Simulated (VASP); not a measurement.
# TiTe2 (P-3m1) in VASP: notebook

The runs below take TiTe2 through single point, with PBE.

Everything below comes from runs of VASP 6.6.1. Logs are shortened: lines on timing, memory, paths and dates and some standing lists are left out, and cuts for length are marked.

### 1 The cell of the first run

Symmetry: P-3m1, No. 164, trigonal system. The conventional cell has a = 3.683 Å, b = 3.683 Å, c = 6.823 Å, α = 90.00°, β = 90.00°, γ = 120.00°. Ti (site symmetry -3m) has 6 Te at 2.78 Å and 6 Ti at 3.68 Å within 3.7 Å. Within 3.7 Å of Te (site symmetry 3m) lie 3 Ti at 2.78 Å and 6 Te at 3.68 Å.

### 2 Single point, PBE (strain -0.025 along x and y, +0.050 along z)

The input, INCAR:

```
  PREC = Accurate
  ENCUT = 520
  EDIFF = 1E-7
  ISMEAR = 0
  SIGMA = 0.15
  LREAL = F
  LASPH = T
  NELM = 100
  ALGO = Normal
  ISIF = 2
  LWAVE = F
  LCHARG = F
  GGA = PE
  NBANDS = 19
```

The input, KPOINTS:

```
Automatic mesh
0
Gamma
  12 12 8
```

The input, POSCAR:

```
TiTe2
1.0
    3.6825758654      0.0000000000      0.0000000000
   -1.8412879327      3.1892042508      0.0000000000
    0.0000000000      0.0000000000      6.8229000000
Ti Te
1 2
Direct
    0.0000000000      0.0000000000      0.0000000000
    0.6666666667      0.3333333333      0.2628000000
    0.3333333333      0.6666666667      0.7372000000
```

Potentials or basis: VASP PAW PBE potentials, release 64 (Ti_sv, Te).

Command:

```console
$ cat potpaw_PBE.64/Ti_sv/POTCAR potpaw_PBE.64/Te/POTCAR > POTCAR
$ mpirun -np 1 vasp_std > vasp.out
```

OUTCAR:

```text
PREC = Accurate
   ENCUT = 520
   EDIFF = 1E-7
   ISMEAR = 0
   LREAL = F
   LASPH = T
   NELM = 100
   ISIF = 2
   GGA = PE

 ion  position               nearest neighbor table
   1  0.000  0.000  0.000-   2 2.78   3 2.78   2 2.78   3 2.78   2 2.78   3 2.78
   2  0.667  0.333  0.263-   1 2.78   1 2.78   1 2.78
   3  0.333  0.667  0.737-   1 2.78   1 2.78   1 2.78

  LATTYP: Found a hexagonal cell.
 ALAT       =     3.6825758654
 C/A-ratio  =     1.8527520544

  Lattice vectors:

 A1 = (   3.6825758654,   0.0000000000,   0.0000000000)
 A2 = (  -1.8412879327,   3.1892042508,   0.0000000000)
 A3 = (   0.0000000000,   0.0000000000,   6.8229000000)

Analysis of symmetry for initial positions (statically):
=====================================================================
 Subroutine PRICEL returns:
 Original cell was already a primitive cell.

 Routine SETGRP: Setting up the symmetry group for a
 hexagonal supercell.

 Subroutine GETGRP returns: Found 12 space group operations
 (whereof 12 operations were pure point group operations)
 out of a pool of 24 trial point group operations.

The static configuration has the point symmetry D_3d.

Analysis of symmetry for dynamics (positions and initial velocities):
=====================================================================
 Subroutine PRICEL returns:
 Original cell was already a primitive cell.

 Routine SETGRP: Setting up the symmetry group for a
 hexagonal supercell.

 Subroutine GETGRP returns: Found 12 space group operations
 (whereof 12 operations were pure point group operations)
 out of a pool of 24 trial point group operations.

The dynamic configuration has the point symmetry D_3d.

 Subroutine INISYM returns: Found 12 space group operations
 (whereof 12 operations are pure point group operations),
 and found     1 'primitive' translations

----------------------------------------------------------------------------------------

                                     Primitive cell

  volume of cell :      80.1315

  direct lattice vectors                    reciprocal lattice vectors
     3.682575865  0.000000000  0.000000000     0.271549056  0.156778921  0.000000000
    -1.841287933  3.189204251  0.000000000     0.000000000  0.313557841  0.000000000
     0.000000000  0.000000000  6.822900000     0.000000000  0.000000000  0.146565244

  length of vectors
     3.682575865  3.682575865  6.822900000     0.313557841  0.313557841  0.146565244

  position of ions in fractional coordinates (direct lattice)
     0.000000000  0.000000000  0.000000000
     0.666666667  0.333333333  0.262800000
     0.333333333  0.666666667  0.737200000

  ion indices of the primitive-cell ions
   primitive index   ion index
                 1           1
                 2           2
                 3           3

----------------------------------------------------------------------------------------

 KPOINTS: Automatic mesh

Automatic generation of k-mesh.
 Grid dimensions read from file:
 generate k-points for:   12   12    8

 Generating k-lattice:

  Cartesian coordinates                     Fractional coordinates (reciprocal lattice)
     0.022629088  0.013064910  0.000000000     0.083333333  0.000000000  0.000000000
     0.000000000  0.026129820  0.000000000     0.000000000  0.083333333  0.000000000
     0.000000000  0.000000000  0.018320655     0.000000000  0.000000000  0.125000000

  Length of vectors
     0.026129820  0.026129820  0.018320655

  Shift w.r.t. Gamma in fractional coordinates (k-lattice)
     0.000000000  0.000000000  0.000000000

 Subroutine IBZKPT returns following result:
 ===========================================

 Found    131 irreducible k-points:

 Following reciprocal coordinates:
            Coordinates               Weight
  0.000000  0.000000  0.000000      1.000000
  0.083333  0.000000  0.000000      6.000000
  0.166667  0.000000  0.000000      6.000000
  0.250000  0.000000  0.000000      6.000000
  0.333333  0.000000  0.000000      6.000000
  0.416667  0.000000  0.000000      6.000000
[... 16 lines left out ...]
  0.166667  0.000000  0.125000      6.000000
  0.000000  0.166667  0.125000      6.000000
 [... further k-points ...]
   k-points           NKPTS =    131   k-points in BZ     NKDIM =    131   number of bands    NBANDS=     19
   number of dos      NEDOS =    301   number of ions     NIONS =      3
   total plane-waves  NPLWV =  42336
   dimension x,y,z NGX =    28 NGY =   28 NGZ =   54
   dimension x,y,z NGXF=    56 NGYF=   56 NGZF=  108
   ions per type =               1   2
   NGX,Y,Z   is equivalent  to a cutoff of  12.64, 12.64, 13.16 a.u.
   NGXF,Y,Z  is equivalent  to a cutoff of  25.28, 25.28, 26.32 a.u.
 SYSTEM =  unknown system
   PREC   = accura    normal or accurate (medium, high low for compatibility)
   ISTART =      0    job   : 0-new  1-cont  2-samecut
   ICHARG =      2    charge: 1-file 2-atom 10-const
   ISPIN  =      1    spin polarized calculation?
   LNONCOLLINEAR =      F non collinear calculations
   LSORBIT =      F    spin-orbit coupling
   LASPH  =      T    aspherical Exc in radial PAW
   ENCUT  =  520.0 eV  38.22 Ry    6.18 a.u.   6.85  6.85 12.69*2*pi/ulx,y,z
   NELM   =    100;   NELMIN=  2; NELMDL= -5     # of ELM steps
   EDIFF  = 0.1E-06   stopping-criterion for ELM
   LREAL  =      F    real-space projection
   EDIFFG = 0.1E-05   stopping-criterion for IOM
   NSW    =      0    number of steps for IOM
   IBRION =     -1    ionic relax: 0-MD 1-quasi-New 2-CG
   NFREE  =      0    steps in history (QN), initial steepest desc. (CG)
   ISIF   =      2    stress and relaxation
   ISYM   =      2    0-nonsym 1-usesym 2-fastsym
   POTIM  = 0.5000    time-step for ionic-motion
   TEBEG  =    0.0;   TEEND  =   0.0 temperature during run
   PSTRESS=    0.0 pullay stress
   NELECT =      24.0000    total number of electrons
   NUPDOWN=      -1.0000    fix difference up-down
   EMIN   =  10.00;   EMAX   =-10.00  energy-range for DOS
   EFERMI =   0.00;   METHOD = LEGACY
   ISMEAR =     0;   SIGMA  =   0.15  broadening in eV -4-tet -1-fermi 0-gaus
   EFERMI_NEDOS =   21; number of points for ismear=-14 and -15
   IALGO  =     38    algorithm
   IMIX   =      4    mixing-type and parameters
     AMIX     =   0.40;   BMIX     =  1.00
     AMIX_MAG =   1.60;   BMIX_MAG =  1.00
  volume/ion in A,a.u.               =      26.71       180.25
  Fermi-wavevector in a.u.,A,eV,Ry     =   1.095328  2.069870 16.323503  1.199744
  Thomas-Fermi vector in A             =   2.231650
   LORBIT       =      0    0 simple, 1 ext, 2 COOP (PROOUT), +10 PAW based schemes
   GGA     = PE    functional components
   LHFCALC =     F    Hartree Fock is set to
   AEXX    =    0.0000 exact exchange contribution
   IVDW    =     0    specifies the selected vdW correction
   LEPSILON=     F    determine dielectric tensor
   LRPA    =     F    only Hartree local field effects (RPA)
 non-spin polarized calculation
 Gauss-broadening in eV      SIGMA  =   0.15
  energy-cutoff  :      520.00
  volume of cell :       80.13
 maximum number of plane-waves:      2180
   NGX = 13   NGY = 13   NGZ = 25

 number of electron      24.0000002 magnetization

 Free energy of the ion-electron system (eV)
  ---------------------------------------------------
  ext. energy  EPLUGINS =         0.00000000
  ---------------------------------------------------
  free energy    TOTEN  =       -16.19111598 eV

  energy without entropy =      -16.17506723  energy(sigma->0) =      -16.18309160

 E-fermi :   6.8642     XC(G=0):  -9.8643

 val. band max:        6.8603110859   @ k =   0.2500   0.0000   0.1250
 cond. band min:       6.8647283090   @ k =   0.0000   0.0833   0.3750
 fundamental gap:      0.0044172231
 Fermi energy:         6.8642360082

 k-point     1 :       0.0000    0.0000    0.0000
  band No.  band energies     occupation
      1     -50.5534      2.00000
      2     -26.8057      2.00000
      3     -26.8057      2.00000
      4     -26.7737      2.00000
      5      -5.5948      2.00000
      6      -4.3526      2.00000
[... 11 lines left out ...]
     18      12.5053      0.00000
     19      12.5544      0.00000

 k-point     2 :       0.0833    0.0000    0.0000
  band No.  band energies     occupation
      1     -50.5531      2.00000
      2     -26.8092      2.00000
      3     -26.8065      2.00000
      4     -26.7729      2.00000
      5      -5.5117      2.00000
      6      -4.2995      2.00000
[... 11 lines left out ...]
     18      12.8785      0.00000
     19      13.0563      0.00000

 k-point     3 :       0.1667    0.0000    0.0000
  band No.  band energies     occupation
      1     -50.5524      2.00000
      2     -26.8189      2.00000
      3     -26.8088      2.00000
      4     -26.7707      2.00000
      5      -5.2691      2.00000
      6      -4.1487      2.00000
[... 11 lines left out ...]
     18      13.2896      0.00000
     19      13.3651      0.00000

 k-point     4 :       0.2500    0.0000    0.0000
  band No.  band energies     occupation
      1     -50.5514      2.00000
      2     -26.8320      2.00000
      3     -26.8119      2.00000
      4     -26.7677      2.00000
      5      -4.8901      2.00000
      6      -3.9280      2.00000
[... 11 lines left out ...]
     18      12.8330      0.00000
     19      13.2238      0.00000

 k-point     5 :       0.3333    0.0000    0.0000
  band No.  band energies     occupation
      1     -50.5503      2.00000
      2     -26.8451      2.00000
      3     -26.8149      2.00000
      4     -26.7647      2.00000
      5      -4.4236      2.00000
      6      -3.6957      2.00000
[... 11 lines left out ...]
     18      12.3308      0.00000
     19      12.6599      0.00000

 k-point     6 :       0.4167    0.0000    0.0000
  band No.  band energies     occupation
      1     -50.5496      2.00000
      2     -26.8547      2.00000
      3     -26.8172      2.00000
      4     -26.7626      2.00000
      5      -3.9632      2.00000
      6      -3.5518      2.00000
[... 11 lines left out ...]
     18      12.2593      0.00000
     19      12.3820      0.00000

 k-point     7 :       0.5000    0.0000    0.0000
  band No.  band energies     occupation
      1     -50.5493      2.00000
      2     -26.8582      2.00000
      3     -26.8180      2.00000
      4     -26.7618      2.00000
      5      -3.6915      2.00000
      6      -3.5746      2.00000
[... 11 lines left out ...]
     18      12.1133      0.00000
     19      12.5144      0.00000

 k-point     8 :       0.0833    0.0833    0.0000
  band No.  band energies     occupation
      1     -50.5526      2.00000
      2     -26.8157      2.00000
      3     -26.8083      2.00000
      4     -26.7714      2.00000
      5      -5.3488      2.00000
      6      -4.1975      2.00000
[... 256 lines left out ...]
 k-point    20 :       0.0000    0.0000    0.1250
  band No.  band energies     occupation
      1     -50.5534      2.00000
      2     -26.8057      2.00000
      3     -26.8057      2.00000
      4     -26.7737      2.00000
      5      -5.5600      2.00000
      6      -4.4154      2.00000
[... 11 lines left out ...]
     18      12.5289      0.00000
     19      12.8587      0.00000

 k-point    21 :       0.0833    0.0000    0.1250
  band No.  band energies     occupation
      1     -50.5531      2.00000
      2     -26.8092      2.00000
      3     -26.8065      2.00000
      4     -26.7729      2.00000
      5      -5.4776      2.00000
      6      -4.3602      2.00000
[... 11 lines left out ...]
     18      13.0042      0.00000
     19      13.2138      0.00000

 k-point    22 :       0.0000    0.0833    0.1250
  band No.  band energies     occupation
      1     -50.5531      2.00000
      2     -26.8092      2.00000
      3     -26.8065      2.00000
      4     -26.7729      2.00000
      5      -5.4772      2.00000
      6      -4.3610      2.00000
[... 11 lines left out ...]
     18      13.0169      0.00000
     19      13.2157      0.00000

 k-point    23 :       0.1667    0.0000    0.1250
  band No.  band energies     occupation
      1     -50.5524      2.00000
      2     -26.8189      2.00000
      3     -26.8088      2.00000
      4     -26.7707      2.00000
      5      -5.2383      2.00000
      6      -4.2007      2.00000
[... 11 lines left out ...]
     18      13.1256      0.00000
     19      13.4036      0.00000

 k-point    24 :       0.0000    0.1667    0.1250
  band No.  band energies     occupation
      1     -50.5524      2.00000
      2     -26.8189      2.00000
      3     -26.8088      2.00000
      4     -26.7707      2.00000
      5      -5.2345      2.00000
      6      -4.2076      2.00000
[... 11 lines left out ...]
     18      13.3607      0.00000
     19      13.5666      0.00000

 [... further k-points ...]

------------------------ aborting loop because EDIFF is reached ----------------------------------------

  FORCE on cell =-STRESS in cart. coord.  units (eV):
  Direction    XX          YY          ZZ          XY          YZ          ZX
  --------------------------------------------------------------------------------------
  -------------------------------------------------------------------------------------
  Total        0.7819962      0.7819962     -0.4714174      0.0000000     -0.0000000      0.0000000
  in kB       15.6355146     15.6355146     -9.4256903      0.0000000     -0.0000000      0.0000000
  external PRESSURE =       7.2817797 kB  Pullay stress =       0.0000000 kB

 VOLUME and BASIS-vectors are now :
 -----------------------------------------------------------------------------
  energy-cutoff  :      520.00
  volume of cell :       80.13
      direct lattice vectors                 reciprocal lattice vectors
     3.682575865  0.000000000  0.000000000     0.271549056  0.156778921  0.000000000
    -1.841287933  3.189204251  0.000000000     0.000000000  0.313557841  0.000000000
     0.000000000  0.000000000  6.822900000     0.000000000  0.000000000  0.146565244

 POSITION                                       TOTAL-FORCE (eV/Angst)
 -----------------------------------------------------------------------------------
      0.00000      0.00000      0.00000        -0.000000      0.000000      0.000000
      1.84129      1.06307      1.79306         0.000000      0.000000     -0.266329
     -0.00000      2.12614      5.02984        -0.000000     -0.000000      0.266329
 -----------------------------------------------------------------------------------
    total drift:                                0.000000     -0.000000      0.000000

  FREE ENERGIE OF THE ION-ELECTRON SYSTEM (eV)
  ---------------------------------------------------
  free  energy   TOTEN  =       -16.1911159806 eV

  energy  without entropy=      -16.1750672286  energy(sigma->0) =      -16.18309160
```

It took 3.2 min on 1 thread of Intel Xeon Platinum 8259CL at 2.50GHz (Skylake/Cascade Lake), shared host; peak memory 0.33 GiB.

What came out:

```
Free energy            : -16.1911 eV
Pressure               : 0.7 GPa
Largest force          : 0.266 eV/Å
Band gap on the k mesh : zero (bands 12 and 13 overlap by 0.88 eV)
```

Forces in eV/Å, atoms in the order of the input:
```
Ti   0.000  0.000  0.000
Te   0.000  0.000 -0.266
Te   0.000  0.000  0.266
```

Levels at points of the mesh, in eV from the Fermi level:
```
           k point  band 10  band 11  band 12  band 13  band 14  band 15
(0.00, 0.00, 0.00)    -0.03     0.14     0.49     0.49     1.38     1.38
(0.50, 0.00, 0.00)    -2.43    -1.62    -0.81    -0.09     1.32     1.63
(0.00, 0.00, 0.50)    -1.29     0.49     0.49     0.85     1.14     1.14
(0.50, 0.00, 0.50)    -1.82    -1.22    -0.39    -0.39     1.32     1.66
```

Caveat: the cell differs from its parent crystal (strain -0.025 along x and y, +0.050 along z); spin-orbit coupling is left out, which moves the levels of the heavy elements; this functional lacks dispersion, which binds layers or chains, so the pressure and a relaxed spacing across them are unreliable.

### 3 Single point, PBE (strain +0.025 along x and y, -0.050 along z)

The input, INCAR:

```
SYSTEM = TiTe2
  PREC = Accurate
  ENCUT = 520
  EDIFF = 1E-7
  ISMEAR = 0
  SIGMA = 0.15
  LREAL = .False.
  LASPH = .True.
  NELM = 100
  ALGO = Normal
  ISIF = 2
  LWAVE = .False.
  LCHARG = .False.
  GGA = PE
  NBANDS = 19
```

The input, KPOINTS:

```
Automatic mesh
0
Gamma
  12 12 8
  0 0 0
```

The input, POSCAR:

```
TiTe2
1.0
    3.8714259098      0.0000000000      0.0000000000
   -1.9357129549      3.3527531868      0.0000000000
    0.0000000000      0.0000000000      6.1731000000
Ti Te
1 2
Direct
    0.0000000000      0.0000000000      0.0000000000
    0.6666666667      0.3333333333      0.2628000000
    0.3333333333      0.6666666667      0.7372000000
```

Potentials or basis: VASP PAW PBE potentials, release 64 (Ti_sv, Te).

Command:

```console
$ cat potpaw_PBE.64/Ti_sv/POTCAR potpaw_PBE.64/Te/POTCAR > POTCAR
$ mpirun -np 1 vasp_std > vasp.out
```

Run time: 3.8 min. Hardware: 1 thread of Intel Xeon Platinum 8259CL at 2.50GHz (Skylake/Cascade Lake), shared host; peak memory 0.34 GiB.

The run converged. Its results:

```
Free energy            : -16.1438 eV
Pressure               : 1.4 GPa
Largest force          : 0.286 eV/Å
Band gap on the k mesh : zero (bands 12 and 13 overlap by 0.67 eV)
```

Forces in eV/Å, atoms in the order of the input:
```
Ti   0.000  0.000  0.000
Te   0.000  0.000  0.286
Te   0.000  0.000 -0.286
```

Stress tensor (GPa, compression positive):
```
-0.05  0.00  0.00
 0.00 -0.05  0.00
 0.00  0.00  4.25
```

Levels at points of the mesh, in eV from the Fermi level:
```csv
k point,band 9,band 10,band 11,band 12,band 13,band 14,band 15,band 16
"(0.00, 0.00, 0.00)",-2.09,0.24,0.24,0.46,0.72,0.72,1.04,2.86
"(0.50, 0.00, 0.00)",-2.85,-2.44,-1.93,-1.56,0.04,0.90,1.18,2.36
"(0.00, 0.00, 0.50)",-1.99,-1.99,0.22,0.22,0.32,0.32,1.07,3.42
"(0.50, 0.00, 0.50)",-2.29,-2.28,-0.92,-0.79,-0.21,0.90,1.15,2.45
```

Caveat: the cell differs from its parent crystal (strain +0.025 along x and y, -0.050 along z); spin-orbit coupling is left out, which moves the levels of the heavy elements; this functional lacks dispersion, which binds layers or chains, so the pressure and a relaxed spacing across them are unreliable.

(Continued in part 2 of 2.)

The gap in the log of VASP goes by the Fermi energy; the results here count the filled bands.